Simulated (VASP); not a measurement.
# ZnBi3 (Pm-3m) in VASP: single point with PBE

Aim: the single point of ZnBi3 with PBE.

All numbers are computed with VASP 6.6.1; they aren't measurements. Logs are shortened: lines on timing, memory, paths and dates and some standing lists are left out, and cuts for length are marked.

### Step 1. The cell of the first run

The structure is cubic, space group Pm-3m (No. 221). Conventional cell: a = 4.873 Å, b = 4.873 Å, c = 4.873 Å, α = 90.00°, β = 90.00°, γ = 90.00°. Bi (site symmetry 4/mmm) has 8 Bi at 3.45 Å and 4 Zn at 3.45 Å within 4.5 Å. Zn (site symmetry m-3m) has 12 Bi at 3.45 Å within 4.5 Å.

### Step 2. Single point, PBE, non-collinear spin, zero start, spin-orbit coupling

INCAR

```
SYSTEM = ZnBi3
PREC = Accurate
ENCUT = 520
EDIFF = 1E-6
ISMEAR = 1
SIGMA = 0.05
LREAL = .FALSE.
LASPH = .TRUE.
NELM = 150
ALGO = Fast
ISIF = 2
LWAVE = .FALSE.
LCHARG = .TRUE.
MAGMOM = 0 0 0 0 0 0 0 0 0 0 0 0
LORBIT = 11
LSORBIT = .TRUE.
GGA_COMPAT = .FALSE.
LORBMOM = .TRUE.
GGA = PE
LVHAR = .TRUE.
NBANDS = 71
```

KPOINTS

```
Automatic mesh
0
G
  5 5 5
  0 0 0
```

POSCAR

```
ZnBi3
1.0
    4.8731640000      0.0000000000      0.0000000000
    0.0000000000      4.8731640000      0.0000000000
    0.0000000000      0.0000000000      4.8731640000
Bi Zn
3 1
Direct
    0.5000000000      0.5000000000      0.0000000000
    0.5000000000      0.0000000000      0.5000000000
    0.0000000000      0.5000000000      0.5000000000
    0.0000000000      0.0000000000      0.0000000000
```

Potentials or basis: VASP PAW PBE potentials, release 64 (Bi_d, Zn).

On the command line:

```console
$ cat potpaw_PBE.64/Bi_d/POTCAR potpaw_PBE.64/Zn/POTCAR > POTCAR
$ mpirun -np 1 vasp_ncl > vasp.out
```

OUTCAR:

```text
SYSTEM = ZnBi3
   PREC = Accurate
   ENCUT = 520
   EDIFF = 1E-6
   ISMEAR = 1
   LREAL = .FALSE.
   LASPH = .TRUE.
   NELM = 150
   ISIF = 2
   LORBIT = 11
   LSORBIT = .TRUE.
   GGA = PE

 ion  position               nearest neighbor table
   1  0.500  0.500  0.000-   2 3.45   3 3.45   4 3.45   2 3.45   3 3.45   2 3.45   4 3.45   2 3.45
                             3 3.45   4 3.45   3 3.45   4 3.45
   2  0.500  0.000  0.500-   1 3.45   3 3.45   4 3.45   1 3.45   4 3.45   1 3.45   3 3.45   1 3.45
                             3 3.45   4 3.45   4 3.45   3 3.45
   3  0.000  0.500  0.500-   1 3.45   2 3.45   4 3.45   1 3.45   4 3.45   2 3.45   4 3.45   4 3.45
                             1 3.45   2 3.45   1 3.45   2 3.45
   4  0.000  0.000  0.000-   1 3.45   2 3.45   3 3.45   2 3.45   3 3.45   1 3.45   3 3.45   3 3.45
                             1 3.45   2 3.45   2 3.45   1 3.45

  LATTYP: Found a simple cubic cell.
 ALAT       =     4.8731640000

  Lattice vectors:

 A1 = (   4.8731640000,   0.0000000000,   0.0000000000)
 A2 = (   0.0000000000,   4.8731640000,   0.0000000000)
 A3 = (   0.0000000000,   0.0000000000,   4.8731640000)

Analysis of symmetry for initial positions (statically):
=====================================================================
 Subroutine PRICEL returns:
 Original cell was already a primitive cell.

 Routine SETGRP: Setting up the symmetry group for a
 simple cubic supercell.

 Subroutine GETGRP returns: Found 48 space group operations
 (whereof 48 operations were pure point group operations)
 out of a pool of 48 trial point group operations.

The static configuration has the point symmetry O_h .

Analysis of symmetry for dynamics (positions and initial velocities):
=====================================================================
 Subroutine PRICEL returns:
 Original cell was already a primitive cell.

 Routine SETGRP: Setting up the symmetry group for a
 simple cubic supercell.

 Subroutine GETGRP returns: Found 48 space group operations
 (whereof 48 operations were pure point group operations)
 out of a pool of 48 trial point group operations.

The dynamic configuration has the point symmetry O_h .

Analysis of structural, dynamic, and magnetic symmetry:
=====================================================================
 Subroutine PRICEL returns:
 Original cell was already a primitive cell.

 Routine SETGRP: Setting up the symmetry group for a
 simple cubic supercell.

 Subroutine GETGRP returns: Found 48 space group operations
 (whereof 48 operations were pure point group operations)
 out of a pool of 48 trial point group operations.

The overall configuration has the point symmetry O_h .

 Subroutine INISYM returns: Found 48 space group operations
 (whereof 48 operations are pure point group operations),
 and found     1 'primitive' translations

----------------------------------------------------------------------------------------

                                     Primitive cell

  volume of cell :     115.7266

  direct lattice vectors                    reciprocal lattice vectors
     4.873164000  0.000000000  0.000000000     0.205205489  0.000000000  0.000000000
     0.000000000  4.873164000  0.000000000     0.000000000  0.205205489  0.000000000
     0.000000000  0.000000000  4.873164000     0.000000000  0.000000000  0.205205489

  length of vectors
     4.873164000  4.873164000  4.873164000     0.205205489  0.205205489  0.205205489

  position of ions in fractional coordinates (direct lattice)
     0.500000000  0.500000000  0.000000000
     0.500000000  0.000000000  0.500000000
     0.000000000  0.500000000  0.500000000
     0.000000000  0.000000000  0.000000000

  ion indices of the primitive-cell ions
   primitive index   ion index
                 1           1
                 2           2
                 3           3
                 4           4

----------------------------------------------------------------------------------------

 KPOINTS: Automatic mesh

Automatic generation of k-mesh.
 Grid dimensions read from file:
 generate k-points for:    5    5    5

 Generating k-lattice:

  Cartesian coordinates                     Fractional coordinates (reciprocal lattice)
     0.041041098  0.000000000  0.000000000     0.200000000  0.000000000  0.000000000
     0.000000000  0.041041098  0.000000000     0.000000000  0.200000000  0.000000000
     0.000000000  0.000000000  0.041041098     0.000000000  0.000000000  0.200000000

  Length of vectors
     0.041041098  0.041041098  0.041041098

[... 52 lines left out ...]
   EFERMI =   0.00;   METHOD = LEGACY
   ISMEAR =     1;   SIGMA  =   0.05  broadening in eV -4-tet -1-fermi 0-gaus
   EFERMI_NEDOS =   21; number of points for ismear=-14 and -15
   IALGO  =     68    algorithm
   IMIX   =      4    mixing-type and parameters
     AMIX     =   0.40;   BMIX     =  1.00
     AMIX_MAG =   1.60;   BMIX_MAG =  1.00
  volume/ion in A,a.u.               =      28.93       195.24
  Fermi-wavevector in a.u.,A,eV,Ry     =   1.292872  2.443173 22.742372  1.671517
  Thomas-Fermi vector in A             =   2.424553
   LORBIT       =     11    0 simple, 1 ext, 2 COOP (PROOUT), +10 PAW based schemes
   GGA     = PE    functional components
   LHFCALC =     F    Hartree Fock is set to
   AEXX    =    0.0000 exact exchange contribution
   IVDW    =     0    specifies the selected vdW correction
   LEPSILON=     F    determine dielectric tensor
   LRPA    =     F    only Hartree local field effects (RPA)
 RMM-DIIS sequential band-by-band and
 Methfessel and Paxton  Order N= 1 SIGMA  =   0.05
  energy-cutoff  :      520.00
  volume of cell :      115.73
 maximum number of plane-waves:      6254
   NGX = 19   NGY = 19   NGZ = 19

 number of electron      57.0000000 magnetization       0.0000000      0.0000000      0.0000000

 number of electron      57.0000006 magnetization       0.0000000     -0.0000000      0.0000000

 number of electron      57.0000006 magnetization      -0.0000000     -0.0000000      0.0000000

 number of electron      57.0000006 magnetization      -0.0000000     -0.0000000     -0.0000000

 Free energy of the ion-electron system (eV)
  ---------------------------------------------------
  ext. energy  EPLUGINS =         0.00000000
  ---------------------------------------------------
  free energy    TOTEN  =       -14.39268257 eV

  energy without entropy =      -14.39121777  energy(sigma->0) =      -14.39219430

 E-fermi :   6.5306     XC(G=0): -10.1422

 val. band max:        6.5169225800   @ k =   0.2000   0.0000   0.0000
 cond. band min:       6.6625684318   @ k =   0.2000   0.0000   0.0000
 fundamental gap:      0.1456458518
 Fermi energy:         6.5305691427

 k-point     1 :       0.0000    0.0000    0.0000
  band No.  band energies     occupation
      1     -18.0486      1.00000
      2     -18.0486      1.00000
      3     -18.0486      1.00000
      4     -18.0486      1.00000
      5     -18.0128      1.00000
      6     -18.0128      1.00000
[... 709 lines left out ...]
     68      12.0958      0.00000
     69      13.1526      0.00000
 [bands above 69 left out]

------------------------ aborting loop because EDIFF is reached ----------------------------------------

  FORCE on cell =-STRESS in cart. coord.  units (eV):
  Direction    XX          YY          ZZ          XY          YZ          ZX
  --------------------------------------------------------------------------------------
  -------------------------------------------------------------------------------------
  Total        0.4927222      0.4927222      0.4927222     -0.0000000     -0.0000000      0.0000000
  in kB        6.8214960      6.8214960      6.8214960     -0.0000000     -0.0000000      0.0000000
  external PRESSURE =       6.8214960 kB  Pullay stress =       0.0000000 kB

 VOLUME and BASIS-vectors are now :
 -----------------------------------------------------------------------------
  energy-cutoff  :      520.00
  volume of cell :      115.73
      direct lattice vectors                 reciprocal lattice vectors
     4.873164000  0.000000000  0.000000000     0.205205489  0.000000000  0.000000000
     0.000000000  4.873164000  0.000000000     0.000000000  0.205205489  0.000000000
     0.000000000  0.000000000  4.873164000     0.000000000  0.000000000  0.205205489

 POSITION                                       TOTAL-FORCE (eV/Angst)
 -----------------------------------------------------------------------------------
      2.43658      2.43658      0.00000         0.000000      0.000000      0.000000
      2.43658      0.00000      2.43658         0.000000      0.000000      0.000000
      0.00000      2.43658      2.43658         0.000000      0.000000      0.000000
      0.00000      0.00000      0.00000         0.000000      0.000000      0.000000
 -----------------------------------------------------------------------------------
    total drift:                                0.000000      0.000000      0.000000

  FREE ENERGIE OF THE ION-ELECTRON SYSTEM (eV)
  ---------------------------------------------------
  free  energy   TOTEN  =       -14.3926825686 eV

  energy  without entropy=      -14.3912177715  energy(sigma->0) =      -14.39219430

 orbital moment (x)

 # of ion     p       d       tot
 ----------------------------------------
  1         0.000   0.000   0.000
  2        -0.000   0.000   0.000
  3         0.000   0.000   0.000
  4         0.000   0.000   0.000
 ----------------------------------------
            0.000   0.000   0.000

 orbital moment (y)

 # of ion     p       d       tot
 ----------------------------------------
  1         0.000  -0.000  -0.000
  2        -0.000  -0.000  -0.000
  3         0.000   0.000   0.000
  4         0.000  -0.000  -0.000
 ----------------------------------------
            0.000  -0.000  -0.000

 orbital moment (z)

 # of ion     p       d       tot
 ----------------------------------------
  1         0.000   0.000   0.000
  2         0.000  -0.000   0.000
  3         0.000   0.000   0.000
  4         0.000   0.000   0.000
 ----------------------------------------
            0.000  -0.000   0.000

 Spin-Orbit-Coupling matrix elements

 Ion:    1  E_soc:     -1.6376143
 l=   1
     0.0000000    -0.2044891    -0.2119913
    -0.2044891     0.0000000    -0.2044891
    -0.2119913    -0.2044891     0.0000000
 l=   2
     0.0000000    -0.0132876     0.0000000    -0.0132876    -0.0525011
    -0.0132876     0.0000000    -0.0395515    -0.0132642    -0.0131971
     0.0000000    -0.0395515     0.0000000    -0.0395515     0.0000000
    -0.0132876    -0.0132642    -0.0395515     0.0000000    -0.0131971
    -0.0525011    -0.0131971     0.0000000    -0.0131971     0.0000000
 l=   3
     0.0000000     0.0000000     0.0000000     0.0000000     0.0000000     0.0000000     0.0000000
     0.0000000     0.0000000     0.0000000     0.0000000     0.0000000     0.0000000     0.0000000
     0.0000000     0.0000000     0.0000000     0.0000000     0.0000000     0.0000000     0.0000000
     0.0000000     0.0000000     0.0000000     0.0000000     0.0000000     0.0000000     0.0000000
[... 49 lines left out ...]
 l=   2
     0.0000000    -0.0002135     0.0000000    -0.0002135    -0.0007262
    -0.0002135     0.0000000    -0.0005447    -0.0002135    -0.0001816
     0.0000000    -0.0005447     0.0000000    -0.0005447     0.0000000
    -0.0002135    -0.0002135    -0.0005447     0.0000000    -0.0001816
    -0.0007262    -0.0001816     0.0000000    -0.0001816     0.0000000
 l=   3
     0.0000000     0.0000000     0.0000000     0.0000000     0.0000000     0.0000000     0.0000000
     0.0000000     0.0000000     0.0000000     0.0000000     0.0000000     0.0000000     0.0000000
     0.0000000     0.0000000     0.0000000     0.0000000     0.0000000     0.0000000     0.0000000
     0.0000000     0.0000000     0.0000000     0.0000000     0.0000000     0.0000000     0.0000000
     0.0000000     0.0000000     0.0000000     0.0000000     0.0000000     0.0000000     0.0000000
     0.0000000     0.0000000     0.0000000     0.0000000     0.0000000     0.0000000     0.0000000
     0.0000000     0.0000000     0.0000000     0.0000000     0.0000000     0.0000000     0.0000000

 total charge

# of ion       s       p       d       tot
------------------------------------------
    1        1.555   1.266   9.921  12.742
    2        1.555   1.266   9.921  12.742
    3        1.555   1.266   9.921  12.742
    4        0.687   0.179   9.737  10.603
--------------------------------------------------
tot          5.350   3.976  39.501  48.827

 magnetization (x)

# of ion       s       p       d       tot
------------------------------------------
    1        0.000   0.000   0.000   0.000
    2        0.000   0.000  -0.000   0.000
    3        0.000  -0.000  -0.000   0.000
    4        0.000   0.000  -0.000   0.000
--------------------------------------------------
tot          0.000   0.000  -0.000   0.000

 magnetization (y)

# of ion       s       p       d       tot
------------------------------------------
    1        0.000  -0.000   0.000   0.000
    2       -0.000  -0.000   0.000  -0.000
    3       -0.000   0.000  -0.000  -0.000
    4       -0.000   0.000  -0.000  -0.000
--------------------------------------------------
tot         -0.000   0.000  -0.000  -0.000

 magnetization (z)

# of ion       s       p       d       tot
------------------------------------------
    1        0.000   0.000   0.000   0.000
    2        0.000   0.000   0.000   0.000
    3       -0.000   0.000   0.000  -0.000
    4       -0.000   0.000  -0.000  -0.000
--------------------------------------------------
tot          0.000   0.000   0.000   0.000
```

It took 4.7 min on 1 thread of AMD EPYC 7R13, shared host; peak memory 0.4 GiB.

What came out:

| Quantity | Value |
| --- | --- |
| Free energy | -14.3927 eV |
| Pressure | 0.7 GPa |
| Net moment | 0.00 μB per cell |
| Valence electrons inside the program's atomic spheres | Bi 12.74; Zn 10.60 |

Moments on the atoms (μB; x, y, z):
```
Bi  0.00 0.00 0.00
Bi  0.00 0.00 0.00
Bi  0.00 0.00 0.00
Zn  0.00 0.00 0.00
```
